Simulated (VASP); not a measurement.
# Te in VASP: notebook, part 2 of 2

VASP 6.6.1.

**4. Single point, PBE**

This run uses another cell than the first one, of 37.14 Å³/atom, 1.062 times its volume.

INCAR reads:

```
SYSTEM = Te
PREC     = Accurate       ! precision mode
ENCUT    = 520            ! plane-wave cutoff, eV
EDIFF    = 1E-6           ! SCF threshold, eV
ISMEAR   = -1             ! smearing method
SIGMA    = 0.02           ! smearing width, eV
LREAL    = .FALSE.        ! projectors in reciprocal space
LASPH    = .TRUE.         ! aspherical terms in the spheres
NELM     = 80             ! most SCF steps
ALGO     = Normal         ! electronic algorithm
ISIF     = 2              ! what is computed and relaxed
LWAVE    = .FALSE.        ! write WAVECAR
LCHARG   = .FALSE.        ! write CHGCAR
GGA      = PE             ! functional
NBANDS   = 16             ! bands
```

KPOINTS reads:

```
Automatic mesh
0
G
  7 7 5
  0 0 0
```

POSCAR reads:

```
Te
1.0
    4.6469134246      0.0000000000      0.0000000000
   -2.3234567124      4.0243450750      0.0000000000
    0.0000000000      0.0000000000      5.9584822558
Te
3
Direct
    0.2566971700      0.0000000000      0.3333333300
    0.0000000000      0.2566971700      0.6666666700
    0.7433028300      0.7433028300      0.0000000000
```

Potentials or basis: VASP PAW PBE potentials, release 64 (Te).

Launch:

```sh
$ cat potpaw_PBE.64/Te/POTCAR > POTCAR
$ mpirun -np 1 vasp_std > vasp.out
```

OUTCAR:

```text
SYSTEM = Te
   PREC = Accurate
   ENCUT = 520
   EDIFF = 1E-6
   ISMEAR = -1
   LREAL = .FALSE.
   LASPH = .TRUE.
   NELM = 80
   ISIF = 2
   GGA = PE

 ion  position               nearest neighbor table
   1  0.257  0.000  0.333-   3 2.87   2 2.87   3 3.63   3 3.63   2 3.63   2 3.63
   2  0.000  0.257  0.667-   3 2.87   1 2.87   3 3.63   3 3.63   1 3.63   1 3.63
   3  0.743  0.743  0.000-   1 2.87   2 2.87   2 3.63   1 3.63   1 3.63   2 3.63

  LATTYP: Found a hexagonal cell.
 ALAT       =     4.6469134246
 C/A-ratio  =     1.2822451618

  Lattice vectors:

 A1 = (   4.6469134246,   0.0000000000,   0.0000000000)
 A2 = (  -2.3234567124,   4.0243450750,   0.0000000000)
 A3 = (   0.0000000000,   0.0000000000,   5.9584822558)

Analysis of symmetry for initial positions (statically):
=====================================================================
 Subroutine PRICEL returns:
 Original cell was already a primitive cell.

 Routine SETGRP: Setting up the symmetry group for a
 hexagonal supercell.

 Subroutine GETGRP returns: Found  6 space group operations
 (whereof  2 operations were pure point group operations)
 out of a pool of 24 trial point group operations.

The static configuration has the point symmetry C_2 .
 The point group associated with its full space group is D_3 .

Analysis of symmetry for dynamics (positions and initial velocities):
=====================================================================
 Subroutine PRICEL returns:
 Original cell was already a primitive cell.

 Routine SETGRP: Setting up the symmetry group for a
 hexagonal supercell.

 Subroutine GETGRP returns: Found  6 space group operations
 (whereof  2 operations were pure point group operations)
 out of a pool of 24 trial point group operations.

The dynamic configuration has the point symmetry C_2 .
 The point group associated with its full space group is D_3 .

 Subroutine INISYM returns: Found  6 space group operations
 (whereof  2 operations are pure point group operations),
 and found     1 'primitive' translations

----------------------------------------------------------------------------------------

                                     Primitive cell

  volume of cell :     111.4283

  direct lattice vectors                    reciprocal lattice vectors
     4.646913425  0.000000000  0.000000000     0.215196607  0.124243819  0.000000000
    -2.323456712  4.024345075  0.000000000     0.000000000  0.248487637  0.000000000
     0.000000000  0.000000000  5.958482256     0.000000000  0.000000000  0.167827973

  length of vectors
     4.646913425  4.646913425  5.958482256     0.248487637  0.248487637  0.167827973

  position of ions in fractional coordinates (direct lattice)
     0.256697170  0.000000000  0.333333330
     0.000000000  0.256697170  0.666666670
     0.743302830  0.743302830  0.000000000

  ion indices of the primitive-cell ions
   primitive index   ion index
                 1           1
                 2           2
                 3           3

----------------------------------------------------------------------------------------

 KPOINTS: Automatic mesh

Automatic generation of k-mesh.
 Grid dimensions read from file:
 generate k-points for:    7    7    5

 Generating k-lattice:

  Cartesian coordinates                     Fractional coordinates (reciprocal lattice)
     0.030742372  0.017749117  0.000000000     0.142857143  0.000000000  0.000000000
     0.000000000  0.035498234  0.000000000     0.000000000  0.142857143  0.000000000
     0.000000000  0.000000000  0.033565595     0.000000000  0.000000000  0.200000000

  Length of vectors
     0.035498234  0.035498234  0.033565595

  Shift w.r.t. Gamma in fractional coordinates (k-lattice)
     0.000000000  0.000000000  0.000000000

 Subroutine IBZKPT returns following result:
 ===========================================

 Found     32 irreducible k-points:

 Following reciprocal coordinates:
            Coordinates               Weight
  0.000000  0.000000  0.000000      1.000000
  0.142857 -0.000000  0.000000      6.000000
  0.285714 -0.000000  0.000000      6.000000
  0.428571  0.000000  0.000000      6.000000
  0.142857  0.142857  0.000000      6.000000
  0.285714  0.142857  0.000000     12.000000
[... 16 lines left out ...]
  0.000000  0.142857  0.400000      6.000000
  0.285714 -0.000000  0.400000      6.000000
 [... further k-points ...]
   k-points           NKPTS =     32   k-points in BZ     NKDIM =     32   number of bands    NBANDS=     16
   number of dos      NEDOS =    301   number of ions     NIONS =      3
   total plane-waves  NPLWV =  62208
   dimension x,y,z NGX =    36 NGY =   36 NGZ =   48
   dimension x,y,z NGXF=    72 NGYF=   72 NGZF=   96
   ions per type =               3
   NGX,Y,Z   is equivalent  to a cutoff of  12.88, 12.88, 13.39 a.u.
   NGXF,Y,Z  is equivalent  to a cutoff of  25.76, 25.76, 26.78 a.u.
 SYSTEM =  Te
   PREC   = accura    normal or accurate (medium, high low for compatibility)
   ISTART =      0    job   : 0-new  1-cont  2-samecut
   ICHARG =      2    charge: 1-file 2-atom 10-const
   ISPIN  =      1    spin polarized calculation?
   LNONCOLLINEAR =      F non collinear calculations
   LSORBIT =      F    spin-orbit coupling
   LASPH  =      T    aspherical Exc in radial PAW
   ENCUT  =  520.0 eV  38.22 Ry    6.18 a.u.   8.64  8.64 11.08*2*pi/ulx,y,z
   NELM   =     80;   NELMIN=  2; NELMDL= -5     # of ELM steps
   EDIFF  = 0.1E-05   stopping-criterion for ELM
   LREAL  =      F    real-space projection
   EDIFFG = 0.1E-04   stopping-criterion for IOM
   NSW    =      0    number of steps for IOM
   IBRION =     -1    ionic relax: 0-MD 1-quasi-New 2-CG
   NFREE  =      0    steps in history (QN), initial steepest desc. (CG)
   ISIF   =      2    stress and relaxation
   ISYM   =      2    0-nonsym 1-usesym 2-fastsym
   POTIM  = 0.5000    time-step for ionic-motion
   TEBEG  =    0.0;   TEEND  =   0.0 temperature during run
   PSTRESS=    0.0 pullay stress
   NELECT =      18.0000    total number of electrons
   NUPDOWN=      -1.0000    fix difference up-down
   EMIN   =  10.00;   EMAX   =-10.00  energy-range for DOS
   EFERMI =   0.00;   METHOD = LEGACY
   ISMEAR =    -1;   SIGMA  =   0.02  broadening in eV -4-tet -1-fermi 0-gaus
   EFERMI_NEDOS =   21; number of points for ismear=-14 and -15
   IALGO  =     38    algorithm
   IMIX   =      4    mixing-type and parameters
     AMIX     =   0.40;   BMIX     =  1.00
     AMIX_MAG =   1.60;   BMIX_MAG =  1.00
  volume/ion in A,a.u.               =      37.14       250.65
  Fermi-wavevector in a.u.,A,eV,Ry     =   0.891594  1.684869 10.815816  0.794940
  Thomas-Fermi vector in A             =   2.013434
   LORBIT       =      0    0 simple, 1 ext, 2 COOP (PROOUT), +10 PAW based schemes
   GGA     = PE    functional components
   LHFCALC =     F    Hartree Fock is set to
   AEXX    =    0.0000 exact exchange contribution
   IVDW    =     0    specifies the selected vdW correction
   LEPSILON=     F    determine dielectric tensor
   LRPA    =     F    only Hartree local field effects (RPA)
 non-spin polarized calculation
  energy-cutoff  :      520.00
  volume of cell :      111.43
 maximum number of plane-waves:      3022
 NGX is ok and might be reduce to    36

 number of electron      17.9999999 magnetization

 Free energy of the ion-electron system (eV)
  ---------------------------------------------------
  ext. energy  EPLUGINS =         0.00000000
  ---------------------------------------------------
  free energy    TOTEN  =        -9.41502854 eV

  energy without entropy =       -9.41502854  energy(sigma->0) =       -9.41502854

 E-fermi :   5.1040     XC(G=0):  -8.6477

 val. band max:        4.6999800365   @ k =   0.2857   0.2857   0.4000
 cond. band min:       5.4734102763   @ k =   0.0000   0.0000   0.4000
 fundamental gap:      0.7734302398
 Fermi energy:         5.1040160553

 k-point     1 :       0.0000    0.0000    0.0000
  band No.  band energies     occupation
      1      -8.2855      2.00000
      2      -5.2194      2.00000
      3      -5.2194      2.00000
      4       1.9000      2.00000
      5       2.0565      2.00000
      6       2.0565      2.00000
[... 8 lines left out ...]
     15      10.4676      0.00000
     16      11.3317      0.00000
[... 419 lines left out ...]
 k-point    24 :       0.2857   -0.0000    0.4000
  band No.  band energies     occupation
      1      -7.4149      2.00000
      2      -6.7924      2.00000
      3      -4.2707      2.00000
      4       0.6084      2.00000
      5       1.5193      2.00000
      6       1.7846      2.00000
[... 8 lines left out ...]
     15      10.9678      0.00000
     16      11.5632      0.00000

 [... further k-points ...]
[... 5 lines left out ...]
  --------------------------------------------------------------------------------------
  -------------------------------------------------------------------------------------
  Total       -0.4361407     -0.4361407     -0.5286845      0.0000000      0.0000000      0.0000000
  in kB       -6.2710711     -6.2710711     -7.6017180      0.0000000      0.0000000      0.0000000
  external PRESSURE =      -6.7146201 kB  Pullay stress =       0.0000000 kB

 VOLUME and BASIS-vectors are now :
 -----------------------------------------------------------------------------
  energy-cutoff  :      520.00
  volume of cell :      111.43
      direct lattice vectors                 reciprocal lattice vectors
     4.646913425  0.000000000  0.000000000     0.215196607  0.124243819  0.000000000
    -2.323456712  4.024345075  0.000000000     0.000000000  0.248487637  0.000000000
     0.000000000  0.000000000  5.958482256     0.000000000  0.000000000  0.167827973

 POSITION                                       TOTAL-FORCE (eV/Angst)
 -----------------------------------------------------------------------------------
      1.19285      0.00000      1.98616         0.030942     -0.000000     -0.000000
     -0.59642      1.03304      3.97232        -0.015471      0.026797      0.000000
      1.72703      2.99131      0.00000        -0.015471     -0.026797     -0.000000
 -----------------------------------------------------------------------------------
    total drift:                                0.000003     -0.000003      0.000000

  FREE ENERGIE OF THE ION-ELECTRON SYSTEM (eV)
  ---------------------------------------------------
  free  energy   TOTEN  =        -9.4150285437 eV

  energy  without entropy=       -9.4150285436  energy(sigma->0) =       -9.41502854
```

It took 45 s on 1 thread of AMD EPYC 7R13 (Zen 3), shared host; peak memory 0.21 GiB.

Results:

```
Free energy            : -9.4150 eV
Pressure               : -0.7 GPa
Largest force          : 0.031 eV/Å
Band gap on the k mesh : 0.77 eV, indirect (least direct gap 0.89 eV)
```

Forces on the atoms (eV/Å):
```
Te   0.031  0.000  0.000
Te  -0.015  0.027  0.000
Te  -0.015 -0.027  0.000
```

Levels at points of the mesh, in eV from the valence-band top:
```
           k point  band 7  band 8  band 9  band 10  band 11  band 12
(0.00, 0.00, 0.00)   -1.37   -1.37   -0.44     1.20     1.20     1.71
```

Caveat: spin-orbit coupling is left out, which moves the levels of the heavy elements.

**5. Single point, PBE**

This run uses another cell than the first one, of 36.06 Å³/atom, 1.031 times its volume.

INCAR reads:

```
PREC = Accurate
ENCUT = 520
EDIFF = 1E-7
ISMEAR = -1
SIGMA = 0.02
LREAL = F
LASPH = T
NELM = 80
ALGO = Normal
ISIF = 2
LWAVE = F
LCHARG = F
GGA = PE
NBANDS = 16
```

KPOINTS reads:

```
regular mesh
0
Gamma
  7 7 5
```

POSCAR reads:

```
Te
1.0
    4.6013525159      0.0000000000      0.0000000000
   -2.3006762580      3.9848881706      0.0000000000
    0.0000000000      0.0000000000      5.9000620010
Te
3
Direct
    0.2566971700      0.0000000000      0.3502823044
    0.0000000000      0.2566971700      0.6666666700
    0.7433028300      0.7433028300      0.0000000000
```

Potentials or basis: VASP PAW PBE potentials, release 64 (Te).

Launch:

```sh
$ cat potpaw_PBE.64/Te/POTCAR > POTCAR
$ mpirun -np 1 vasp_std > vasp.out
```

OUTCAR:

```text
PREC = Accurate
   ENCUT = 520
   EDIFF = 1E-7
   ISMEAR = -1
   LREAL = F
   LASPH = T
   NELM = 80
   ISIF = 2
   GGA = PE

 ion  position               nearest neighbor table
   1  0.257  0.000  0.350-   2 2.77   3 2.91   2 3.54   2 3.54   3 3.65   3 3.65
   2  0.000  0.257  0.667-   1 2.77   3 2.84   1 3.54   1 3.54   3 3.59   3 3.59
   3  0.743  0.743  0.000-   2 2.84   1 2.91   2 3.59   2 3.59   1 3.65   1 3.65

  LATTYP: Found a hexagonal cell.
 ALAT       =     4.6013525159
 C/A-ratio  =     1.2822451617

  Lattice vectors:

[... 640 lines left out ...]
     15      11.9506      0.00000
     16      13.1190      0.00000

 [... further k-points ...]
[... 5 lines left out ...]
  --------------------------------------------------------------------------------------
  -------------------------------------------------------------------------------------
  Total        0.3911776      0.3343066      0.6937442     -0.3511082      0.0378520     -0.7796382
  in kB        5.7933045      4.9510497     10.2742882     -5.1998801      0.5605853    -11.5463702
  external PRESSURE =       7.0062141 kB  Pullay stress =       0.0000000 kB

 VOLUME and BASIS-vectors are now :
 -----------------------------------------------------------------------------
  energy-cutoff  :      520.00
  volume of cell :      108.18
      direct lattice vectors                 reciprocal lattice vectors
     4.601352516  0.000000000  0.000000000     0.217327405  0.125474036  0.000000000
    -2.300676258  3.984888171  0.000000000     0.000000000  0.250948071  0.000000000
     0.000000000  0.000000000  5.900062001     0.000000000  0.000000000  0.169489744

 POSITION                                       TOTAL-FORCE (eV/Angst)
 -----------------------------------------------------------------------------------
      1.18115      0.00000      2.06669         0.276897     -0.120181     -0.574182
     -0.59058      1.02291      3.93337        -0.242689      0.266076      0.321572
      1.71010      2.96198      0.00000        -0.034208     -0.145895      0.252610
 -----------------------------------------------------------------------------------
    total drift:                               -0.000006     -0.000002     -0.000031

  FREE ENERGIE OF THE ION-ELECTRON SYSTEM (eV)
  ---------------------------------------------------
  free  energy   TOTEN  =        -9.3878248192 eV

  energy  without entropy=       -9.3878248005  energy(sigma->0) =       -9.38782481
```

Run time: 3.1 min. Hardware: 1 thread of AMD EPYC 7R13 (Zen 3), shared host; peak memory 0.31 GiB.

What came out:

* Free energy: -9.3878 eV
* Pressure: 0.7 GPa
* Largest force: 0.649 eV/Å
* Band gap on the k mesh: 0.54 eV, indirect (least direct gap 0.73 eV)

Forces in eV/Å, atoms in the order of the input:
```
Te   0.277 -0.120 -0.574
Te  -0.243  0.266  0.322
Te  -0.034 -0.146  0.253
```

Stress tensor (GPa, compression positive):
```
 0.58 -0.52 -1.15
-0.52  0.50  0.06
-1.15  0.06  1.03
```

Caveat: spin-orbit coupling is left out, which moves the levels of the heavy elements.

**6. The runs side by side**

| cell | gap on the mesh (eV) | pressure (GPa) | largest force (eV/Å) |
| --- | --- | --- | --- |
| a = 4.555, b = 4.555, c = 5.840 Å, angles 90.0, 90.0, 120.0°, 3 atoms | 0.76 | 2.0 | 0.43 |
| a = 4.601, b = 4.601, c = 5.900 Å, angles 90.0, 90.0, 120.0°, 3 atoms | 0.54 | 0.7 | 0.65 |
| a = 4.647, b = 4.647, c = 5.958 Å, angles 90.0, 90.0, 120.0°, 3 atoms | 0.77 | -0.7 | 0.03 |

Some of these runs hold the atoms at other places in the same cell, which the table doesn't show; runs alike in all that it shows share one row.

Alike in all rows: task single point; level PBE; potentials or basis VASP PAW PBE potentials, release 64 (Te); no spin polarisation; k mesh 7 × 7 × 5; cutoff (eV) 520; smearing fermi-dirac 0.02 eV.

Caveats: spin-orbit coupling is left out, which moves the levels of the heavy elements.

Absolute energies hang on the potentials; compare differences alone.
